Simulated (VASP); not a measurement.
# HfO2 (Fm-3m) in VASP: notebook, part 2 of 2

VASP 6.6.1. The steps go on from the part before.

## Step 3: Single point, HSE06

File POSCAR:

```
HfO2
1.0
    0.0000000000      2.5291823181      2.5291823181
    2.5291823181      0.0000000000      2.5291823181
    2.5291823181      2.5291823181      0.0000000000
Hf O
1 2
Direct
    0.0000000000      0.0000000000      0.0000000000
    0.2500000000      0.2500000000      0.2500000000
    0.7500000000      0.7500000000      0.7500000000
```

File INCAR.step1:

```
SYSTEM = HfO2
  PREC = Accurate
  ENCUT = 520
  EDIFF = 1E-5
  ISMEAR = 0
  SIGMA = 0.01
  LREAL = .False.
  LASPH = .True.
  NELM = 100
  ALGO = Normal
  ISIF = 2
  LWAVE = .True.
  LCHARG = .False.
  GGA = PE
  NBANDS = 18
```

File INCAR.step2:

```
SYSTEM = HfO2
  PREC = Accurate
  ENCUT = 520
  EDIFF = 1E-6
  ISMEAR = 0
  SIGMA = 0.01
  LREAL = .False.
  LASPH = .True.
  NELM = 100
  ALGO = Normal
  ISIF = 2
  LWAVE = .False.
  LCHARG = .False.
  GGA = PE
  LHFCALC = .True.
  HFSCREEN = 0.2079
  PRECFOCK = Normal
  ISTART = 1
  NBANDS = 18
```

File KPOINTS:

```
regular mesh
0
Gamma
  4 4 4
  0 0 0
```

Potentials or basis: VASP PAW PBE potentials, release 64 (Hf_pv, O).

Started as:

```bash
cat potpaw_PBE.64/Hf_pv/POTCAR potpaw_PBE.64/O/POTCAR > POTCAR
cp INCAR.step1 INCAR
mpirun -np 1 vasp_std > vasp.out
cp INCAR.step2 INCAR
mpirun -np 1 vasp_std > vasp.out
```

OUTCAR:

```text
SYSTEM = HfO2
   PREC = Accurate
   ENCUT = 520
   EDIFF = 1E-6
   ISMEAR = 0
   LREAL = .False.
   LASPH = .True.
   NELM = 100
   ISIF = 2
   GGA = PE
   LHFCALC = .True.
   HFSCREEN = 0.2079
   PRECFOCK = Normal
   ISTART = 1

 ion  position               nearest neighbor table
   1  0.000  0.000  0.000-   3 2.19   3 2.19   3 2.19   2 2.19   3 2.19   2 2.19   2 2.19   2 2.19

   2  0.250  0.250  0.250-   1 2.19   1 2.19   1 2.19   1 2.19
   3  0.750  0.750  0.750-   1 2.19   1 2.19   1 2.19   1 2.19

  LATTYP: Found a face centered cubic cell.
[... 352 lines left out ...]

  FORCE on cell =-STRESS in cart. coord.  units (eV):
  Direction    XX          YY          ZZ          XY          YZ          ZX
  --------------------------------------------------------------------------------------
  -------------------------------------------------------------------------------------
  Total       -1.0687812     -1.0687812     -1.0687812      0.0000000     -0.0000000      0.0000000
  in kB      -52.9211140    -52.9211140    -52.9211140      0.0000000     -0.0000000      0.0000000
  external PRESSURE =     -52.9211140 kB  Pullay stress =       0.0000000 kB

 VOLUME and BASIS-vectors are now :
 -----------------------------------------------------------------------------
  energy-cutoff  :      520.00
  volume of cell :       32.36
      direct lattice vectors                 reciprocal lattice vectors
     0.000000000  2.529182318  2.529182318    -0.197692352  0.197692352  0.197692352
     2.529182318  0.000000000  2.529182318     0.197692352 -0.197692352  0.197692352
     2.529182318  2.529182318  0.000000000     0.197692352  0.197692352 -0.197692352

 POSITION                                       TOTAL-FORCE (eV/Angst)
 -----------------------------------------------------------------------------------
      0.00000      0.00000      0.00000         0.000000      0.000000      0.000000
      1.26459      1.26459      1.26459        -0.000000     -0.000000     -0.000000
      3.79377      3.79377      3.79377         0.000000      0.000000      0.000000
 -----------------------------------------------------------------------------------
    total drift:                               -0.000000     -0.000000     -0.000000

  FREE ENERGIE OF THE ION-ELECTRON SYSTEM (eV)
  ---------------------------------------------------
  free  energy   TOTEN  =       -36.2607188200 eV

  energy  without entropy=      -36.2607188200  energy(sigma->0) =      -36.26071882
```

Run time: 6.2 min. Hardware: 1 thread of Intel Xeon 6975P-C, shared host; peak memory 0.26 GiB.

What came out:

- Free energy: -36.2607 eV
- Pressure: -5.3 GPa
- Band gap on the k mesh: 5.36 eV, direct

Levels at points of the mesh, in eV from the valence-band top:
| k point | band 9 | band 10 | band 11 | band 12 | band 13 | band 14 |
| --- | --- | --- | --- | --- | --- | --- |
| (0.00, 0.00, 0.00) | -0.67 | -0.67 | -0.67 | 5.49 | 5.49 | 7.47 |
| (0.50, 0.00, 0.00) | -2.97 | -2.03 | -2.03 | 6.27 | 6.27 | 8.73 |
| (0.50, 0.50, 0.00) | -1.66 | -1.66 | 0.00 | 5.36 | 7.30 | 8.36 |

Caveat: the k points lie up to 0.54 Å⁻¹ apart; the PAW data sets were made with another functional, which shifts forces and pressure a little; spin-orbit coupling is left out, which moves the levels of the heavy elements.

## Step 4: Single point, PBE-based screened hybrid

POSCAR is that of step 3.

File INCAR.step1:

```
SYSTEM = HfO2
PREC = Accurate ; ENCUT = 520
EDIFF = 1E-5 ; ISMEAR = 0
SIGMA = 0.01 ; LREAL = .False.
LASPH = .True. ; NELM = 60
ALGO = Normal ; ISIF = 2
LWAVE = .True. ; LCHARG = .False.
GGA = PE ; NBANDS = 18
```

File INCAR.step2:

```
SYSTEM = HfO2
PREC = Accurate ; ENCUT = 520
EDIFF = 1E-6 ; ISMEAR = 0
SIGMA = 0.01 ; LREAL = .False.
LASPH = .True. ; NELM = 60
ALGO = Normal ; ISIF = 2
LWAVE = .False. ; LCHARG = .False.
GGA = PE ; LHFCALC = .True.
AEXX = 0.15 ; HFSCREEN = 0.1
PRECFOCK = Normal ; ISTART = 1
NBANDS = 18
```

KPOINTS is that of step 3.

Started as:

```bash
cat potpaw_PBE.64/Hf_pv/POTCAR potpaw_PBE.64/O/POTCAR > POTCAR
cp INCAR.step1 INCAR
mpirun -np 1 vasp_std > vasp.out
cp INCAR.step2 INCAR
mpirun -np 1 vasp_std > vasp.out
```

Run time: 5.6 min. Hardware: 1 thread of Intel Xeon 6975P-C, shared host; peak memory 0.26 GiB.

It converged, with:

| Quantity | Value |
| --- | --- |
| Free energy | -34.4929 eV |
| Pressure | -2.6 GPa |
| Band gap on the k mesh | 4.96 eV, direct |

Levels at points of the mesh, in eV from the valence-band top:
```
           k point  band 8  band 9  band 10  band 11  band 12  band 13  band 14  band 15
(0.00, 0.00, 0.00)   -5.67   -0.65    -0.65    -0.65     5.06     5.06     7.05    11.91
(0.50, 0.00, 0.00)   -3.22   -2.89    -1.96    -1.96     5.83     5.83     8.28    10.28
(0.50, 0.50, 0.00)   -3.69   -1.62    -1.62     0.00     4.96     6.82     7.91     9.48
```

Caveat: the k points lie up to 0.54 Å⁻¹ apart; the PAW data sets were made with another functional, which shifts forces and pressure a little; spin-orbit coupling is left out, which moves the levels of the heavy elements.

## Step 5: Single point, PBE-based screened hybrid

POSCAR is that of step 4.

File INCAR.step1:

```
SYSTEM = HfO2
PREC = Accurate ; ENCUT = 520
EDIFF = 1E-5 ; ISMEAR = 0
SIGMA = 0.01 ; LREAL = .FALSE.
LASPH = .TRUE. ; NELM = 80
ALGO = Normal ; ISIF = 2
LWAVE = .TRUE. ; LCHARG = .FALSE.
NBANDS = 18 ; GGA = PE
```

File INCAR.step2:

```
SYSTEM = HfO2
PREC = Accurate ; ENCUT = 520
EDIFF = 1E-6 ; ISMEAR = 0
SIGMA = 0.01 ; LREAL = .FALSE.
LASPH = .TRUE. ; NELM = 80
ALGO = Normal ; ISIF = 2
LWAVE = .FALSE. ; LCHARG = .FALSE.
GGA = PE ; LHFCALC = .TRUE.
AEXX = 0.05 ; HFSCREEN = 0.1
PRECFOCK = Normal ; NBANDS = 18
ISTART = 1
```

File KPOINTS:

```
regular mesh
0
G
  4 4 4
  0 0 0
```

Started as:

```bash
cat potpaw_PBE.64/Hf_pv/POTCAR potpaw_PBE.64/O/POTCAR > POTCAR
cp INCAR.step1 INCAR
mpirun -np 1 vasp_std > vasp.out
cp INCAR.step2 INCAR
mpirun -np 1 vasp_std > vasp.out
```

Wall time 4.9 min (1 thread of Intel Xeon 6975P-C, shared host); peak memory 0.26 GiB.

It converged, with:

* Free energy: -31.6522 eV
* Pressure: 0.5 GPa
* Band gap on the k mesh: 4.20 eV, direct

Levels at points of the mesh, in eV from the valence-band top:
| k point | band 9 | band 10 | band 11 | band 12 | band 13 | band 14 |
| --- | --- | --- | --- | --- | --- | --- |
| (0.00, 0.00, 0.00) | -0.62 | -0.62 | -0.62 | 4.28 | 4.28 | 6.27 |
| (0.50, 0.00, 0.00) | -2.79 | -1.88 | -1.88 | 5.03 | 5.03 | 7.45 |
| (0.50, 0.50, 0.00) | -1.57 | -1.57 | 0.00 | 4.20 | 5.96 | 7.10 |

Caveat: the k points lie up to 0.54 Å⁻¹ apart; the PAW data sets were made with another functional, which shifts forces and pressure a little; spin-orbit coupling is left out, which moves the levels of the heavy elements. A k mesh can miss the band edges.

## Step 6: Single point, PBE-based screened hybrid

POSCAR is that of step 5.

File INCAR.step1:

```
PREC = Accurate ; ENCUT = 520
EDIFF = 1E-5 ; ISMEAR = 0
SIGMA = 0.01 ; LREAL = False
LASPH = True ; NELM = 80
ALGO = Normal ; ISIF = 2
LWAVE = True ; LCHARG = False
NBANDS = 18 ; GGA = PE
```

File INCAR.step2:

```
PREC = Accurate ; ENCUT = 520
EDIFF = 1E-6 ; ISMEAR = 0
SIGMA = 0.01 ; LREAL = False
LASPH = True ; NELM = 80
ALGO = Normal ; ISIF = 2
LWAVE = False ; LCHARG = False
GGA = PE ; LHFCALC = True
AEXX = 0.35 ; HFSCREEN = 0.3
PRECFOCK = Normal ; NBANDS = 18
ISTART = 1
```

File KPOINTS:

```
regular mesh
0
Gamma
  4 4 4
```

Potentials or basis: VASP PAW PBE potentials, release 64 (Hf_pv, O).

Started as:

```bash
cat potpaw_PBE.64/Hf_pv/POTCAR potpaw_PBE.64/O/POTCAR > POTCAR
cp INCAR.step1 INCAR
mpirun -np 1 vasp_std > vasp.out
cp INCAR.step2 INCAR
mpirun -np 1 vasp_std > vasp.out
```

Wall time 6.5 min (1 thread of Intel Xeon 6975P-C, shared host); peak memory 0.26 GiB.

Results (log left out):

```
Free energy            : -37.5597 eV
Pressure               : -7.7 GPa
Band gap on the k mesh : 5.64 eV, direct
```

Levels at points of the mesh, in eV from the valence-band top:
```
           k point  band 9  band 10  band 11  band 12  band 13  band 14
(0.00, 0.00, 0.00)   -0.69    -0.69    -0.69     5.79     5.79     7.79
(0.50, 0.00, 0.00)   -3.01    -2.08    -2.08     6.59     6.59     9.07
(0.50, 0.50, 0.00)   -1.67    -1.67     0.00     5.64     7.64     8.69
```

Caveat: the k points lie up to 0.54 Å⁻¹ apart; the PAW data sets were made with another functional, which shifts forces and pressure a little; spin-orbit coupling is left out, which moves the levels of the heavy elements. A k mesh can miss the band edges.

## Step 7: Overview

| level | k mesh | grid for exact exchange (PRECFOCK) | screening parameter | share of exact exchange | gap on the mesh (eV) | pressure (GPa) |
| --- | --- | --- | --- | --- | --- | --- |
| r2SCAN | 6 × 6 × 6 | - | - | - | 4.31 | -4.0 |
| HSE06 | 4 × 4 × 4 | Normal | 0.2079 1/Å | - | 5.36 | -5.3 |
| PBE-based screened hybrid | 4 × 4 × 4 | Normal | 0.1 1/Å | 0.15 | 4.96 | -2.6 |
| PBE-based screened hybrid | 4 × 4 × 4 | Normal | 0.1 1/Å | 0.05 | 4.20 | 0.5 |
| PBE-based screened hybrid | 4 × 4 × 4 | Normal | 0.3 1/Å | 0.35 | 5.64 | -7.7 |

Alike in all rows: task single point; potentials or basis VASP PAW PBE potentials, release 64 (Hf_pv, O); no spin polarisation; cell as given; cutoff (eV) 520; smearing gaussian 0.01 eV.

Caveats: some runs use coarse meshes; the PAW data sets were made with another functional, which shifts forces and pressure a little; spin-orbit coupling is left out, which moves the levels of the heavy elements.

Total energies depend on the potentials used, so only differences within one code and one set of settings carry meaning.
